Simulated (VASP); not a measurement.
Wanted: the native input for a VASP 6.6.1 run.

| Quantity | Value |
| --- | --- |
| Task | single point |
| Functional | LDA |
| Potentials or basis | VASP PAW LDA potentials, release 64 (Li_sv, F) |
| Cutoff | 520 eV |
| k mesh | 10 × 10 × 10 |
| Occupations | gaussian, width 0.05 eV |
| Spin | no spin polarisation |
| Dipole correction | no |
| Further INCAR settings | ALGO = Normal; EDIFF = 1e-06; NBANDS = 12 |

The structure of LiF lies in POSCAR:

```
LiF
1.0
    0.0000000000      1.9133000000      2.0643500000
    1.9133000000      0.0000000000      2.0643500000
    1.9133000000      1.9133000000      0.0000000000
Li F
1 1
Direct
    0.0000000000      0.0000000000      0.0000000000
    0.5000000000      0.5000000000      0.5000000000
```

This cell differs from its parent crystal: strain -0.050 along x and y, +0.025 along z.

These files were run (other wordings do the same):

INCAR

```
SYSTEM = LiF
ALGO = Normal
EDIFF = 1E-6
ENCUT = 520
GGA = CA
ISIF = 2
ISMEAR = 0
LASPH = .TRUE.
LCHARG = .FALSE.
LREAL = .FALSE.
LWAVE = .FALSE.
NBANDS = 12
NELM = 100
PREC = Accurate
SIGMA = 0.05
```

KPOINTS

```
k-points
0
G
  10 10 10
  0 0 0
```

Potentials or basis: VASP PAW LDA potentials, release 64 (Li_sv, F).

Command:

```bash
$ cat potpaw_LDA.64/Li_sv/POTCAR potpaw_LDA.64/F/POTCAR > POTCAR
$ mpirun -np 1 vasp_std > vasp.out
```

It gave:

```yaml
Band_gap_on_the_k_mesh: 9.44 eV, direct
```

Caveat: the cell differs from its parent crystal (strain -0.050 along x and y, +0.025 along z).

It took 5 s on 1 thread of Intel(R) Xeon(R) 6975P-C (Granite Rapids) (shared host), peak memory 0.12 GiB.
